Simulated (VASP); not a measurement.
Wanted: the native input for a VASP 6.6.1 run.

* Task: single point
* Functional: PBE
* Dispersion: D3(BJ)
* Potentials or basis: VASP PAW PBE potentials, release 64 (Zn, O)
* Cutoff: 520 eV
* k mesh: 3 × 3 × 1
* Occupations: gaussian, width 0.05 eV
* Spin: no spin polarisation
* Dipole correction: yes
* Further INCAR settings: ALGO = Normal; EDIFF = 1e-06; NBANDS = 126; NELMDL = -8

The structure of ZnO lies in POSCAR:

```
ZnO
1.0
    6.5094894540      0.0000000000      0.0000000000
    0.0000000000      5.2564237872      0.0000000000
    0.0000000000      0.0000000000     24.5769471050
Zn O
12 12
Direct
    0.5000000000      0.9983827816      0.3255082889
    0.0000000000      0.9983827816      0.3255082889
    0.7500000000      0.4983827816      0.3637377675
    0.2500000000      0.4983827816      0.3637377675
    0.7500000000      0.9983827816      0.4401967246
    0.2500000000      0.9983827816      0.4401967246
   -0.0004733046      0.4998093755      0.4791336473
    0.5005663939      0.4989734756      0.4770993886
   -0.0002665250      1.0049052938      0.5567051192
    0.5007382474      1.0110674163      0.5550758657
    0.2555813421      0.4856836879      0.5868203453
    0.7452438713      0.4950101776      0.5921323260
    0.5000000000      0.6195172184      0.3255082889
    0.0000000000      0.6195172184      0.3255082889
    0.7500000000      0.1195172184      0.3637377675
    0.2500000000      0.1195172184      0.3637377675
    0.7500000000      0.6195172184      0.4401967246
    0.2500000000      0.6195172184      0.4401967246
    0.0000084263      0.1210500417      0.4764028752
    0.4998539498      0.1223520774      0.4755503630
   -0.0000084098      0.6248743418      0.5570012595
    0.5017274007      0.6319543190      0.5525727113
    0.2502279462      0.1256661228      0.5876888582
    0.7501408649      0.1364397018      0.5865631891
```

One way to write it, as run:

INCAR

```
SYSTEM = ZnO
ALGO = Normal
DIPOL = 0.5 0.5 0.458
EDIFF = 1E-6
ENCUT = 520
GGA = PE
GGA_COMPAT = .FALSE.
IDIPOL = 3
ISIF = 2
ISMEAR = 0
IVDW = 12
LASPH = .TRUE.
LCHARG = .TRUE.
LDIPOL = .TRUE.
LELF = .TRUE.
LREAL = .FALSE.
LVACPOTAV = .TRUE.
LVHAR = .TRUE.
LWAVE = .FALSE.
NBANDS = 126
NELM = 120
NELMDL = -8
PREC = Accurate
SIGMA = 0.05
```

KPOINTS

```
k-points
0
G
  3 3 1
  0 0 0
```

Potentials or basis: VASP PAW PBE potentials, release 64 (Zn, O).

The run is started by

```sh
$ cat potpaw_PBE.64/Zn/POTCAR potpaw_PBE.64/O/POTCAR > POTCAR
$ mpirun -np 1 vasp_std > vasp.out
```

It gave:

The largest force is 1.713 eV/Å, the band gap on the k mesh is 0.43 eV and the dispersion energy per atom is -0.168 eV.

It took 39 min on 1 thread of Intel(R) Xeon(R) Platinum 8259CL CPU @ 2.50GHz (Skylake/Cascade Lake), on a shared host, peak memory 0.91 GiB.
